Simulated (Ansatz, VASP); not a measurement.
LuAu in VASP and in Ansatz

INCAR

```
SYSTEM = LuAu
PREC = Accurate
ENCUT = 520
EDIFF = 1E-6
ISMEAR = 0
SIGMA = 0.1
LREAL = .False.
LASPH = .True.
NELM = 100
ALGO = Normal
ISIF = 2
LWAVE = .False.
LCHARG = .True.
GGA = PE
LELF = .True.
LVHAR = .True.
NBANDS = 25
```

KPOINTS

```
Automatic mesh
0
Gamma
  8 7 7
  0 0 0
```

Contents of POSCAR:

```
LuAu
1.0
    3.3924060000      0.0381870000      0.1433140000
   -0.1570270000      3.6030130000      0.5402030000
   -0.3630200000      0.0067250000      3.8765540000
Au Lu
1 1
Direct
    0.1648040000      0.1396360000      0.7116200000
    0.6714300000      0.7444750000      0.2573370000
```

Input for Ansatz:

```yaml
crystal:
  lattice:
    - [3.392406, 0.038187, 0.143314]
    - [-0.157027, 3.603013, 0.540203]
    - [-0.36302, 0.006725, 3.876554]
  atoms:
    - { symbol: Au, position: [0.164804, 0.139636, 0.71162] }
    - { symbol: Lu, position: [0.67143, 0.744475, 0.257337] }
hamiltonian:
  xc: pbe
  pseudopotentials: { kind: paw }
basis:
  ecutwfc: 420
kpoints:
  mp_grid: { grid: [8, 7, 7] }
scf:
  occupations: { method: gaussian, width: 0.1 }
  lower_state_search: "off"
  algorithm: density_mixing
  max_iter: 70
  mixing: { algorithm: broyden, ndim: 8, beta: 0.1, preconditioner: none }
output:
  forces: true
  stress: true
```

Alike in both runs: task single point; functional PBE; k mesh 8 × 7 × 7; occupations gaussian, width 0.1 eV; no spin polarisation.

|  | VASP | Ansatz |
| --- | --- | --- |
| version | VASP 6.6.1 | Ansatz 0.2.0 |
| potentials or method | VASP PAW PBE potentials, release 64 (Au, Lu), cutoff 520 eV | PAW, plane waves, scalar-relativistic |
| valence electrons in the cell | 36 | 44 |

|  | VASP | Ansatz | Ansatz less VASP |
| --- | --- | --- | --- |
| rms of the force components (eV/Å) | 0.275 | 0.270 | -0.0054 |

Atom by atom the forces differ by 0.006 eV/Å (rms over components). VASP's potentials hold 36 valence electrons a cell and Ansatz's 44, so a difference there can come from the potentials and not from the codes.

Neither program's run includes spin-orbit coupling.
